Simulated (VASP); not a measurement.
# FeO (Wuestite): relaxation of cell and atoms with PBE

The system is FeO (Wuestite).

```
Fe O
1.0
     0.00000    2.15540    2.15540
     2.15540    0.00000    2.15540
     2.15540    2.15540    0.00000
Fe O
1 1
Direct
  0.00000 0.00000 0.00000
  0.50000 0.50000 0.50000
```

```
Program                : VASP 6.6.1
Task                   : relaxation of cell and atoms
Functional             : PBE
Potentials or basis    : VASP PAW PBE potentials, release 64 (Fe, O)
Cutoff                 : 600 eV
k mesh                 : 8 × 8 × 8
Occupations            : fermi-dirac, width 0.05 eV
Spin                   : collinear spin, ferromagnetic start
Starting moments       : [3.0, 0.0] μB
Dipole correction      : no
Further INCAR settings : ALGO = Normal; EDIFF = 1e-06; IBRION = 2; EDIFFG = -0.02; NSW = 80; ISIF = 3
```

```
Relaxed volume                                        : 9.98 Å³/atom
Relaxed cell                                          : a = 3.045 Å, b = 3.045 Å, c = 3.045 Å, α = 60.00°, β = 60.00°, γ = 60.00°
Space group after relaxing (to 0.05 Å)                : Fm-3m (No. 225)
Energy gained by relaxing                             : 0.0 meV/atom
Ionic steps                                           : 2
Pressure after relaxing                               : 0.3 GPa
Band gap on the k mesh                                : zero (filled and empty bands overlap)
Net moment                                            : 4.00 μB per cell
Site moments                                          : Fe +3.62; O +0.30 μB
Valence electrons inside the program's atomic spheres : Fe 6.74; O 4.99
```

Final structure:
```
Fe O
1.0
     0.00000    2.15328    2.15328
     2.15328    0.00000    2.15328
     2.15328    2.15328    0.00000
Fe O
1 1
Direct
  0.00000 0.00000 0.00000
  0.50000 0.50000 0.50000
```

Levels at points of the mesh, in eV from the Fermi level:
Spin up:
| k point | band 5 | band 6 | band 7 | band 8 | band 9 | band 10 | band 11 | band 12 | band 13 |
| --- | --- | --- | --- | --- | --- | --- | --- | --- | --- |
| (0.00, 0.00, 0.00) | -3.82 | -3.82 | -3.82 | -3.68 | -3.68 | 0.10 | 15.47 | 17.05 | 17.05 |
| (0.50, 0.00, 0.00) | -3.07 | -3.07 | -2.50 | -0.34 | -0.34 | 4.09 | 8.49 | 12.57 | 12.57 |
| (0.50, 0.50, 0.00) | -4.80 | -3.30 | -2.81 | -2.80 | -2.80 | 5.30 | 8.75 | 10.78 | 14.73 |
Spin down:
```
           k point  band 3  band 4  band 5  band 6  band 7  band 8
(0.00, 0.00, 0.00)   -3.26   -3.26   -0.74   -0.74   -0.74    0.18
(0.50, 0.00, 0.00)   -5.17   -5.17    0.39    0.39    0.59    2.79
(0.50, 0.50, 0.00)   -4.43   -4.43   -2.13    0.73    0.73    0.73
```

Run time: 36 s on 1 thread of Intel Xeon 8259CL (shared host), peak memory 0.16 GiB.

Caveat: a cell with one magnetic atom can't hold antiferromagnetic order, which such compounds often take; semilocal functionals often make such compounds metallic where correlation or magnetic order opens a gap, which also shifts bond lengths. With open d or f shells a metallic result of PBE can be an artefact of self-interaction; +U or a hybrid may open a gap.
